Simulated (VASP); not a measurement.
Wanted: the native input for a VASP 6.6.1 run.

* Task: single point
* Functional: PBE0
* Potentials or basis: VASP PAW PBE potentials, release 64 (W_sv, C)
* Cutoff: 520 eV
* k mesh: 6 × 6 × 6
* Occupations: fermi-dirac, width 0.05 eV
* Spin: no spin polarisation
* Dipole correction: no
* Grid for exact exchange (PRECFOCK): Normal
* Further INCAR settings: ALGO = Normal; EDIFF = 1e-07; NBANDS = 16
* Share of exact exchange: 0.25

The system is WC.

```
W C
1.0
     0.00000    2.20721    2.20721
     2.20721    0.00000    2.20721
     2.20721    2.20721    0.00000
W C
1 1
Direct
  0.00000 0.00000 0.00000
  0.50000 0.50000 0.50000
```

The input as run:

POSCAR

```
WC
1.0
    0.0000000000      2.2072055093      2.2072055093
    2.2072055093      0.0000000000      2.2072055093
    2.2072055093      2.2072055093      0.0000000000
W C
1 1
Direct
    0.0000000000      0.0000000000      0.0000000000
    0.5000000000      0.5000000000      0.5000000000
```

INCAR.step1

```
PREC     = Accurate       # precision mode
ENCUT    = 520            # plane-wave cutoff, eV
EDIFF    = 1E-5           # SCF threshold, eV
ISMEAR   = -1             # smearing method
SIGMA    = 0.05           # smearing width, eV
LREAL    = False          # projectors in reciprocal space
LASPH    = True           # aspherical terms in the spheres
NELM     = 80             # most SCF steps
ALGO     = Normal         # electronic algorithm
ISIF     = 2              # what is computed and relaxed
LWAVE    = True           # write WAVECAR
NBANDS   = 16             # bands
GGA      = PE             # functional
```

INCAR.step2

```
PREC     = Accurate       # precision mode
ENCUT    = 520            # plane-wave cutoff, eV
EDIFF    = 1E-7           # SCF threshold, eV
ISMEAR   = -1             # smearing method
SIGMA    = 0.05           # smearing width, eV
LREAL    = False          # projectors in reciprocal space
LASPH    = True           # aspherical terms in the spheres
NELM     = 80             # most SCF steps
ALGO     = Normal         # electronic algorithm
ISIF     = 2              # what is computed and relaxed
LWAVE    = False          # write WAVECAR
LCHARG   = True           # write CHGCAR
GGA      = PE             # functional
LHFCALC  = True           # exact exchange
AEXX     = 0.25           # exact-exchange fraction
PRECFOCK = Normal       
LELF     = True           # ELF
LVHAR    = True         
NBANDS   = 16             # bands
ISTART   = 1
```

KPOINTS

```
regular mesh
0
Gamma
  6 6 6
```

Potentials or basis: VASP PAW PBE potentials, release 64 (W_sv, C).

Launch:

```console
$ cat potpaw_PBE.64/W_sv/POTCAR potpaw_PBE.64/C/POTCAR > POTCAR
$ cp INCAR.step1 INCAR
$ mpirun -np 1 vasp_std > vasp.out
$ cp INCAR.step2 INCAR
$ mpirun -np 1 vasp_std > vasp.out
```

It gave:

```json
{
  "Pressure": "-16.9 GPa",
  "Band gap on the k mesh": "zero (bands 9 and 10 overlap by 3.90 eV)"
}
```

Caveat: the k points lie up to 0.41 Å⁻¹ apart, too coarse for converged energies and pressures of a metal; the PAW data sets were made with another functional, which shifts forces and pressure a little; spin-orbit coupling is left out, which moves the levels of the heavy elements.

Run time: 27 min on 1 thread of Intel(R) Xeon(R) Platinum 8259CL CPU @ 2.50GHz (Skylake/Cascade Lake), with other jobs on the host, peak memory 0.16 GiB.
